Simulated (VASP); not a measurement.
# Sb (P-1) in VASP: notebook

Runs on Sb. Level: PBEsol. Tasks: relaxation of cell and atoms, single point.

Program: VASP 6.6.1. These are calculated values, not measurements. Logs are shortened: lines on timing, memory, paths and dates and some standing lists are left out, and cuts for length are marked.

## (1) The cell of the first run

The typed cell holds 2 atoms: a = 3.204 Å, b = 3.588 Å, c = 5.638 Å, α = 92.14°, β = 89.82°, γ = 122.80°.

## (2) Relaxation of cell and atoms, PBEsol

Contents of INCAR:

```
SYSTEM = Sb
PREC = Accurate
ENCUT = 600
EDIFF = 1E-7
ISMEAR = 0
SIGMA = 0.15
LREAL = .False.
LASPH = .True.
NELM = 100
ALGO = Normal
ISIF = 3
LWAVE = .False.
LCHARG = .False.
GGA = PS
IBRION = 2
NSW = 100
EDIFFG = -0.01
```

Contents of KPOINTS:

```
regular mesh
0
Gamma
  12 12 6
  0 0 0
```

Contents of POSCAR:

```
Sb
1.0
    3.1980550902     -0.1885869504      0.0032134097
   -1.7623486350      3.1241070251     -0.0653914684
    0.0052881977     -0.1212070539      5.6370573702
Sb
2
Direct
    0.3294663286      0.7216946396      0.2305115680
    0.6705336714      0.2783053604      0.7694884320
```

Potentials or basis: VASP PAW PBE potentials, release 64 (Sb).

Started as:

```
$ cat potpaw_PBE.64/Sb/POTCAR > POTCAR
$ mpirun -np 1 vasp_std > vasp.out
```

OUTCAR:

```text
SYSTEM = Sb
   PREC = Accurate
   ENCUT = 600
   EDIFF = 1E-7
   ISMEAR = 0
   LREAL = .False.
   LASPH = .True.
   NELM = 100
   ISIF = 3
   GGA = PS
   IBRION = 2
   NSW = 100
   EDIFFG = -0.01

 ion  position               nearest neighbor table
   1  0.329  0.722  0.231-   2 3.14   2 3.15   2 3.41   2 3.47   2 3.59
   2  0.671  0.278  0.769-   1 3.14   1 3.15   1 3.41   1 3.47   1 3.59

  LATTYP: Found a triclinic cell.
 ALAT       =     3.2683936797
 B/A-ratio  =     3.6882070042
 C/A-ratio  =     1.0976355781
 COS(alpha) =     0.0018945761
 COS(beta)  =     0.5666963374
 COS(gamma) =     0.7294980536

  Lattice vectors:

 A1 = (  -1.4357064552,  -2.9355200747,   0.0621780587)
 A2 = (  -9.2728112885,  -5.3726591947,  -5.5191280722)
 A3 = (   1.7623486350,  -3.1241070251,   0.0653914684)

Analysis of symmetry for initial positions (statically):
=====================================================================
 Subroutine PRICEL returns:
 Original cell was already a primitive cell.

 Routine SETGRP: Setting up the symmetry group for a
 triclinic supercell.

 Subroutine GETGRP returns: Found  2 space group operations
 (whereof  2 operations were pure point group operations)
 out of a pool of  2 trial point group operations.

The static configuration has the point symmetry S_2 .

Analysis of symmetry for dynamics (positions and initial velocities):
=====================================================================
 Subroutine PRICEL returns:
 Original cell was already a primitive cell.

 Routine SETGRP: Setting up the symmetry group for a
 triclinic supercell.

 Subroutine GETGRP returns: Found  2 space group operations
 (whereof  2 operations were pure point group operations)
 out of a pool of  2 trial point group operations.

The dynamic configuration has the point symmetry S_2 .

 Subroutine INISYM returns: Found  2 space group operations
 (whereof  2 operations are pure point group operations),
 and found     1 'primitive' translations

----------------------------------------------------------------------------------------

                                     Primitive cell

  volume of cell :      54.4221

  direct lattice vectors                    reciprocal lattice vectors
     3.198055090 -0.188586950  0.003213410     0.323450564  0.182538392  0.003621476
    -1.762348635  3.124107025 -0.065391468     0.019526752  0.331255458  0.007104281
     0.005288198 -0.121207054  5.637057370     0.000042133  0.003738601  0.177477868

  length of vectors
     3.203612293  3.587505186  5.638362786     0.371421118  0.331906528  0.177517245

  position of ions in fractional coordinates (direct lattice)
     0.329466329  0.721694640  0.230511568
     0.670533671  0.278305360  0.769488432

  ion indices of the primitive-cell ions
   primitive index   ion index
                 1           1
                 2           2

----------------------------------------------------------------------------------------

 KPOINTS: regular mesh

Automatic generation of k-mesh.
 Grid dimensions read from file:
 generate k-points for:   12   12    6

 Generating k-lattice:

  Cartesian coordinates                     Fractional coordinates (reciprocal lattice)
     0.026954214  0.015211533  0.000301790     0.083333333  0.000000000  0.000000000
     0.001627229  0.027604622  0.000592023     0.000000000  0.083333333  0.000000000
     0.000007022  0.000623100  0.029579645     0.000000000 -0.000000000  0.166666667

  Length of vectors
     0.030951760  0.027658877  0.029586208

  Shift w.r.t. Gamma in fractional coordinates (k-lattice)
     0.000000000  0.000000000  0.000000000

 Subroutine IBZKPT returns following result:
 ===========================================

 Found    436 irreducible k-points:

 Following reciprocal coordinates:
            Coordinates               Weight
  0.000000  0.000000  0.000000      1.000000
  0.083333  0.000000 -0.000000      2.000000
  0.166667  0.000000 -0.000000      2.000000
  0.250000  0.000000 -0.000000      2.000000
  0.333333  0.000000 -0.000000      2.000000
  0.416667 -0.000000 -0.000000      2.000000
[... 16 lines left out ...]
  0.250000  0.166667 -0.000000      2.000000
  0.333333  0.166667 -0.000000      2.000000
 [... further k-points ...]
   k-points           NKPTS =    436   k-points in BZ     NKDIM =    436   number of bands    NBANDS=      9
   number of dos      NEDOS =    301   number of ions     NIONS =      2
   total plane-waves  NPLWV =  40320
   dimension x,y,z NGX =    28 NGY =   30 NGZ =   48
   dimension x,y,z NGXF=    56 NGYF=   60 NGZF=   96
   ions per type =               2
   NGX,Y,Z   is equivalent  to a cutoff of  14.53, 13.90, 14.15 a.u.
   NGXF,Y,Z  is equivalent  to a cutoff of  29.06, 27.80, 28.31 a.u.
 SYSTEM =  Sb
   PREC   = accura    normal or accurate (medium, high low for compatibility)
   ISTART =      0    job   : 0-new  1-cont  2-samecut
   ICHARG =      2    charge: 1-file 2-atom 10-const
   ISPIN  =      1    spin polarized calculation?
   LNONCOLLINEAR =      F non collinear calculations
   LSORBIT =      F    spin-orbit coupling
   LASPH  =      T    aspherical Exc in radial PAW
   ENCUT  =  600.0 eV  44.10 Ry    6.64 a.u.   6.40  7.17 11.26*2*pi/ulx,y,z
   NELM   =    100;   NELMIN=  2; NELMDL= -5     # of ELM steps
   EDIFF  = 0.1E-06   stopping-criterion for ELM
   LREAL  =      F    real-space projection
   EDIFFG = -.1E-01   stopping-criterion for IOM
   NSW    =    100    number of steps for IOM
   IBRION =      2    ionic relax: 0-MD 1-quasi-New 2-CG
   NFREE  =      1    steps in history (QN), initial steepest desc. (CG)
   ISIF   =      3    stress and relaxation
   ISYM   =      2    0-nonsym 1-usesym 2-fastsym
   POTIM  = 0.5000    time-step for ionic-motion
   TEBEG  =    0.0;   TEEND  =   0.0 temperature during run
   PSTRESS=    0.0 pullay stress
   NELECT =      10.0000    total number of electrons
   NUPDOWN=      -1.0000    fix difference up-down
   EMIN   =  10.00;   EMAX   =-10.00  energy-range for DOS
   EFERMI =   0.00;   METHOD = LEGACY
   ISMEAR =     0;   SIGMA  =   0.15  broadening in eV -4-tet -1-fermi 0-gaus
   EFERMI_NEDOS =   21; number of points for ismear=-14 and -15
   IALGO  =     38    algorithm
   IMIX   =      4    mixing-type and parameters
     AMIX     =   0.40;   BMIX     =  1.00
     AMIX_MAG =   1.60;   BMIX_MAG =  1.00
  volume/ion in A,a.u.               =      27.21       183.63
  Fermi-wavevector in a.u.,A,eV,Ry     =   0.930715  1.758796 11.785770  0.866230
  Thomas-Fermi vector in A             =   2.057132
   LORBIT       =      0    0 simple, 1 ext, 2 COOP (PROOUT), +10 PAW based schemes
   GGA     = PS    functional components
   LHFCALC =     F    Hartree Fock is set to
   AEXX    =    0.0000 exact exchange contribution
   IVDW    =     0    specifies the selected vdW correction
   LEPSILON=     F    determine dielectric tensor
   LRPA    =     F    only Hartree local field effects (RPA)
 conjugate gradient relaxation of ions
 non-spin polarized calculation
 Gauss-broadening in eV      SIGMA  =   0.15
  energy-cutoff  :      600.00
  volume of cell :       54.42
 maximum number of plane-waves:      1836
 NGX is ok and might be reduce to    28
   NGX = 13   NGY = 15   NGZ = 23

--------------------------------------- Ionic step        1  -------------------------------------------

 number of electron      10.0000000 magnetization

 Free energy of the ion-electron system (eV)
  ---------------------------------------------------
  ext. energy  EPLUGINS =         0.00000000
  ---------------------------------------------------
  free energy    TOTEN  =        -8.69214821 eV

  energy without entropy =       -8.68066406  energy(sigma->0) =       -8.68640614

------------------------ aborting loop because EDIFF is reached ----------------------------------------

  FORCE on cell =-STRESS in cart. coord.  units (eV):
  Direction    XX          YY          ZZ          XY          YZ          ZX
  --------------------------------------------------------------------------------------
  -------------------------------------------------------------------------------------
  Total       -0.2749377      0.0922572     -0.4808604     -0.2377476      0.1076603      0.1644728
  in kB       -8.0941264      2.7160388    -14.1564597     -6.9992559      3.1695032      4.8420549
  external PRESSURE =      -6.5115157 kB  Pullay stress =       0.0000000 kB
[... 89 lines left out ...]
  FREE ENERGIE OF THE ION-ELECTRON SYSTEM (eV)
  ---------------------------------------------------
  free  energy   TOTEN  =        -8.7318270462 eV

  energy  without entropy=       -8.7223067100  energy(sigma->0) =       -8.72706688

 E-fermi :   7.8590     XC(G=0): -10.0329

 val. band max:        7.8502616449   @ k =  -0.2500   0.2500  -0.0000
 cond. band min:       7.8609406654   @ k =   0.1667  -0.2500   0.3333
 fundamental gap:      0.0106790205
 Fermi energy:         7.8590160923

 k-point     1 :       0.0000    0.0000    0.0000
  band No.  band energies     occupation
      1      -5.0857      2.00000
      2      -2.4316      2.00000
      3       1.8158      2.00000
      4      10.8029      0.00000
      5      11.1848      0.00000
      6      12.0366      0.00000
      7      12.7996      0.00000
      8      12.9833      0.00000
      9      16.7562      0.00000
[... 265 lines left out ...]
 k-point    24 :       0.3333    0.1667   -0.0000
  band No.  band energies     occupation
      1      -0.5338      2.00000
      2       1.8474      2.00000
      3       3.4321      2.00000
      4       4.9222      2.00000
      5       5.9190      2.00000
      6       6.3205      2.00000
      7       8.3456      0.00000
      8      10.5754      0.00000
      9      11.4149      0.00000

 [... further k-points ...]

[... ionic steps 4 to 59 ...]

--------------------------------------- Ionic step       60  -------------------------------------------

 number of electron       9.9999999 magnetization

------------------------ aborting loop because EDIFF is reached ----------------------------------------
[... 67 lines left out ...]
--------------------------------------- Ionic step       62  -------------------------------------------

 number of electron       9.9999999 magnetization

 Free energy of the ion-electron system (eV)
  ---------------------------------------------------
  ext. energy  EPLUGINS =         0.00000000
  ---------------------------------------------------
  free energy    TOTEN  =        -9.04660683 eV

  energy without entropy =       -9.03009172  energy(sigma->0) =       -9.03834927

 E-fermi :   7.5491     XC(G=0):  -9.9102

 val. band max:        7.5481309457   @ k =  -0.4167  -0.3333   0.1667
 cond. band min:       7.6077049529   @ k =  -0.0833  -0.0000   0.3333
 fundamental gap:      0.0595740072
 Fermi energy:         7.5491256474

 k-point     1 :       0.0000    0.0000    0.0000
  band No.  band energies     occupation
      1      -5.2349      2.00000
      2      -2.6831      2.00000
      3       1.6024      2.00000
      4      10.7859      0.00000
      5      10.8130      0.00000
      6      10.8285      0.00000
      7      12.9355      0.00000
      8      12.9519      0.00000
      9      14.4376      0.00000
[... 265 lines left out ...]
 k-point    24 :       0.3333    0.1667   -0.0000
  band No.  band energies     occupation
      1      -1.0441      2.00000
      2       1.7617      2.00000
      3       3.0060      2.00000
      4       5.0783      2.00000
      5       5.1260      2.00000
      6       5.8384      2.00000
      7       8.1313      0.00000
      8      10.9662      0.00000
      9      10.9917      0.00000

 [... further k-points ...]
[... 5 lines left out ...]
  --------------------------------------------------------------------------------------
  -------------------------------------------------------------------------------------
  Total        0.0050058     -0.0002695     -0.0120287      0.0099305     -0.0142636     -0.0085652
  in kB        0.1394611     -0.0075076     -0.3351186      0.2766635     -0.3973841     -0.2386276
  external PRESSURE =      -0.0677217 kB  Pullay stress =       0.0000000 kB
[... 17 lines left out ...]
  FREE ENERGIE OF THE ION-ELECTRON SYSTEM (eV)
  ---------------------------------------------------
  free  energy   TOTEN  =        -9.0466068268 eV

  energy  without entropy=       -9.0300917222  energy(sigma->0) =       -9.03834927

 reached required accuracy - stopping structural energy minimisation
```

Wall time 84 min (1 thread of Intel Xeon Platinum 8259CL at 2.50GHz (Skylake/Cascade Lake), shared host); peak memory 0.49 GiB.

What came out:

```yaml
Free_energy: -9.0466 eV
Relaxed_volume: 28.75 Å³/atom
Relaxed_cell: a = 3.063 Å, b = 4.335 Å, c = 6.132 Å, α = 89.90°, β = 89.94°, γ = 135.07°
Space_group_after_relaxing_to_0.05_Å: C2/c (No. 15)
Energy_gained_by_relaxing: 177.2 meV/atom
Ionic_steps: 62
Pressure_after_relaxing: 0.0 GPa
Largest_force_after_relaxing: 0.007 eV/Å
Band_gap_on_the_k_mesh: zero (band 5 reaches 11.68 eV, above the bottom of band 6 at 4.59 eV)
```

Forces in eV/Å, atoms in the order of the input:
```
Sb  -0.005  0.005  0.001
Sb   0.005 -0.005 -0.001
```

Step by step:
| step | energy change (eV) | largest force (eV/Å) | pressure (GPa) | volume (Å³) |
| --- | --- | --- | --- | --- |
| 1 | 0.0000 | 0.3015 | -0.65 | 54.42 |
| 3 | -0.0397 | 0.3187 | 2.83 | 51.39 |
| 5 | -0.0617 | 0.2248 | 2.50 | 51.55 |
| 7 | -0.0802 | 0.1588 | 2.56 | 51.79 |
| 9 | -0.1029 | 0.1643 | -0.78 | 54.31 |
| 11 | -0.1074 | 0.1680 | -0.46 | 54.06 |
| 13 | -0.1287 | 0.2293 | 0.51 | 53.65 |
| 15 | -0.1471 | 0.2327 | 0.18 | 54.15 |
| 17 | -0.1597 | 0.2144 | -0.17 | 54.96 |
| 19 | -0.1697 | 0.1870 | 0.06 | 55.06 |
| 21 | -0.1831 | 0.1339 | -0.01 | 55.38 |
| 23 | -0.1919 | 0.1426 | -1.07 | 56.63 |
| 25 | -0.2149 | 0.1711 | -0.14 | 56.38 |
| 27 | -0.2288 | 0.1595 | 0.02 | 56.39 |
| 29 | -0.2557 | 0.2000 | 0.21 | 56.52 |
| 31 | -0.2198 | 0.2339 | 3.26 | 55.19 |
| 33 | -0.3044 | 0.2160 | 0.67 | 56.77 |
| 35 | -0.3277 | 0.1467 | -0.72 | 58.09 |
| 37 | -0.3323 | 0.1236 | -0.10 | 57.47 |
| 39 | -0.3384 | 0.0875 | 0.29 | 57.13 |
| 41 | -0.3399 | 0.0762 | 0.58 | 56.88 |
| 43 | -0.3420 | 0.0833 | -0.21 | 57.63 |
| 45 | -0.3445 | 0.0825 | -0.18 | 57.62 |
| 47 | -0.3482 | 0.0666 | 0.15 | 57.34 |
| 49 | -0.3510 | 0.0356 | 0.56 | 56.97 |
| 51 | -0.3524 | 0.0544 | -0.54 | 58.05 |
| 53 | -0.3537 | 0.0389 | -0.09 | 57.59 |
| 55 | -0.3539 | 0.0321 | 0.19 | 57.33 |
| 57 | -0.3542 | 0.0253 | -0.01 | 57.52 |
| 59 | -0.3544 | 0.0079 | -0.09 | 57.58 |
| 61 | -0.3544 | 0.0080 | -0.04 | 57.54 |
| 62 | -0.3545 | 0.0073 | -0.01 | 57.51 |

Final structure:
```
CELL_PARAMETERS angstrom
2.96087 -0.78504 0.00242
-2.18219 3.74610 0.02877
-0.00868 -0.03948 6.13145
ATOMIC_POSITIONS crystal
Sb 0.50128 0.99772 0.24997
Sb 0.49872 0.00228 0.75003
```

Caveat: the cell differs from its parent crystal (all atoms moved at random, sigma 0.1 Å a component, cell strained at random, sigma 0.1); the PAW data sets were made with another functional, which shifts forces and pressure a little; spin-orbit coupling is left out, which moves the levels of the heavy elements. Zero-point motion and thermal expansion aren't in these numbers.

## (3) Single point, PBEsol (atoms moved at random and the cell strained at random)

Contents of INCAR:

```
SYSTEM = Sb
PREC = Accurate
ENCUT = 520
EDIFF = 1E-6
ISMEAR = 0
SIGMA = 0.15
LREAL = .FALSE.
LASPH = .TRUE.
NELM = 100
ALGO = Normal
ISIF = 2
LWAVE = .FALSE.
LCHARG = .FALSE.
GGA = PS
NBANDS = 12
```

Contents of KPOINTS:

```
regular mesh
0
G
  12 12 6
  0 0 0
```

POSCAR is that of step 2.

Potentials or basis: VASP PAW PBE potentials, release 64 (Sb).

Started as:

```
$ cat potpaw_PBE.64/Sb/POTCAR > POTCAR
$ mpirun -np 1 vasp_std > vasp.out
```

Wall time 98 s (1 thread of Intel Xeon Platinum 8259CL at 2.50GHz (Skylake/Cascade Lake), shared host); peak memory 0.36 GiB.

The run converged. Its results:

```yaml
Free_energy: -8.6921 eV
Pressure: -0.7 GPa
Largest_force: 0.302 eV/Å
Band_gap_on_the_k_mesh: zero (band 5 reaches 12.49 eV, above the bottom of band 6 at 5.60 eV)
```

Forces on the atoms (eV/Å):
```
Sb   0.077  0.109  0.271
Sb  -0.077 -0.109 -0.271
```

Stress tensor (GPa, compression positive):
```
-0.81 -0.70  0.48
-0.70  0.27  0.32
 0.48  0.32 -1.42
```

Levels at points of the mesh, in eV from the Fermi level:
```tsv
k point	band 1	band 2	band 3	band 4	band 5	band 6	band 7	band 8	band 9	band 10
(0.00, 0.00, 0.00)	-12.98	-9.41	-5.75	2.87	4.28	4.73	4.88	5.93	7.44	9.00
(0.50, 0.00, 0.00)	-8.43	-7.56	-4.16	-3.18	-1.25	-0.81	0.25	1.33	4.07	6.48
(0.00, 0.50, 0.00)	-9.42	-8.91	-4.28	-3.71	-1.80	-1.08	1.94	4.46	6.17	9.18
(0.50, 0.50, 0.00)	-9.91	-7.50	-5.11	-3.38	-2.66	1.04	1.38	4.20	5.40	7.25
(0.00, 0.00, 0.50)	-12.29	-11.21	-1.65	-0.60	3.49	4.08	4.76	5.22	7.86	8.63
(0.50, 0.00, 0.50)	-7.82	-7.63	-5.15	-4.76	-0.49	0.34	1.94	2.03	4.44	5.22
(0.00, 0.50, 0.50)	-9.19	-8.57	-5.70	-5.39	1.13	2.22	2.61	3.47	5.34	6.32
(0.50, 0.50, 0.50)	-9.25	-8.41	-5.42	-4.74	1.01	1.63	2.06	3.17	5.99	6.06
```

Caveat: the cell differs from its parent crystal (atoms moved at random and the cell strained at random); the PAW data sets were made with another functional, which shifts forces and pressure a little; spin-orbit coupling is left out, which moves the levels of the heavy elements.
